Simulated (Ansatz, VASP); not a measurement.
**TiO2 in VASP and in Ansatz**

```
CELL_PARAMETERS angstrom
2.63353 -5.41331 -4.79664
2.63353 5.41331 -4.79664
10.82414 0.00000 0.00000
ATOMIC_POSITIONS crystal
Ti 0.69205 0.05795 0.25000
Ti 0.19206 0.55795 0.25000
Ti 0.44205 0.30795 0.50000
Ti 0.94205 0.80795 0.50000
Ti 0.19206 0.55795 0.75000
Ti 0.69205 0.05795 0.75000
Ti 0.94205 0.80795 0.00000
Ti 0.44205 0.30795 0.00000
Ti 0.80795 0.44205 0.25000
Ti 0.30795 0.94205 0.25000
Ti 0.55795 0.69205 0.50000
Ti 0.05795 0.19206 0.50000
Ti 0.30795 0.94205 0.75000
Ti 0.80795 0.44205 0.75000
Ti 0.05795 0.19206 0.00000
Ti 0.55795 0.69205 0.00000
O 0.72704 0.60581 0.10499
O 0.22704 0.10581 0.10499
O 0.47704 0.85581 0.35499
O 0.97704 0.35581 0.35499
O 0.22704 0.10581 0.60499
O 0.72704 0.60581 0.60499
O 0.97704 0.35581 0.85499
O 0.47704 0.85581 0.85499
O 0.77296 0.89419 0.39501
O 0.27296 0.39419 0.39501
O 0.52296 0.14419 0.64501
O 0.02296 0.64419 0.64501
O 0.27296 0.39419 0.89501
O 0.77296 0.89419 0.89501
O 0.02296 0.64419 0.14501
O 0.52296 0.14419 0.14501
O 0.64419 0.52296 0.39501
O 0.14419 0.02296 0.39501
O 0.39419 0.77296 0.64501
O 0.89419 0.27296 0.64501
O 0.14419 0.02296 0.89501
O 0.64419 0.52296 0.89501
O 0.89419 0.27296 0.14501
O 0.39419 0.77296 0.14501
O 0.85581 0.97704 0.10499
O 0.35581 0.47704 0.10499
O 0.60581 0.22704 0.35499
O 0.10581 0.72704 0.35499
O 0.35581 0.47704 0.60499
O 0.85581 0.97704 0.60499
O 0.10581 0.72704 0.85499
O 0.60581 0.22704 0.85499
```

Alike in both runs: task single point; functional PBE; k mesh 2 × 2 × 1; occupations gaussian, width 0.05 eV; no spin polarisation.

|  | VASP | Ansatz |
| --- | --- | --- |
| version | VASP 6.6.1 | Ansatz 0.2.0 |
| potentials or method | VASP PAW PBE potentials, release 64 (Ti_sv, O), cutoff 520 eV | scalar-relativistic, plane waves, PAW |
| valence electrons in the cell | 384 | 384 |

```csv
,VASP,Ansatz,Ansatz less VASP
gap on the k mesh at the Fermi level (eV),2.04,2.07,+0.023
rms of the force components (eV/Å),0.056,0.066,+0.0099
```

Atom by atom the forces differ by 0.013 eV/Å (rms over components). With one functional, cell and mesh, what is left measures potentials, basis and numerics.

The k mesh is coarse, so the values compare programs but aren't converged.
